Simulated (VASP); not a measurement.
Wanted: the native input for a VASP 6.6.1 run.

* Task: single point
* Functional: PBEsol
* Potentials or basis: VASP PAW PBE potentials, release 64 (Sn_d, Te)
* Cutoff: 520 eV
* k mesh: 6 × 6 × 6
* Occupations: fermi-dirac, width 0.02 eV
* Spin: no spin polarisation
* Dipole correction: no
* Further INCAR settings: ALGO = Normal; EDIFF = 1e-06; NBANDS = 17

The structure of SnTe lies in POSCAR:

```
SnTe
1.0
    0.0000000000      3.1428375450      3.1428375450
    3.1428375450      0.0000000000      3.1428375450
    3.1428375450      3.1428375450      0.0000000000
Sn Te
1 1
Direct
    0.0000000000      0.0000000000      0.0000000000
    0.5000000000      0.5000000000      0.5000000000
```

These files were run (other wordings do the same):

INCAR

```
PREC = Accurate
ENCUT = 520
EDIFF = 1E-6
ISMEAR = -1
SIGMA = 0.02
LREAL = False
LASPH = True
NELM = 80
ALGO = Normal
ISIF = 2
LWAVE = False
LCHARG = False
GGA = PS
NBANDS = 17
```

KPOINTS

```
regular mesh
0
Gamma
  6 6 6
```

Potentials or basis: VASP PAW PBE potentials, release 64 (Sn_d, Te).

Launch:

```console
$ cat potpaw_PBE.64/Sn_d/POTCAR potpaw_PBE.64/Te/POTCAR > POTCAR
$ mpirun -np 1 vasp_std > vasp.out
```

It gave:

```yaml
Pressure: 0.0 GPa
Band_gap_on_the_k_mesh: 0.16 eV
```

Caveat: semilocal functionals underestimate gaps, and a narrow one can read as zero; the PAW data sets were made with another functional, which shifts forces and pressure a little; spin-orbit coupling is left out, which moves the levels of the heavy elements.

Wall time 26 s on 1 thread of Intel Xeon 8259CL, on a shared host, peak memory 0.2 GiB.
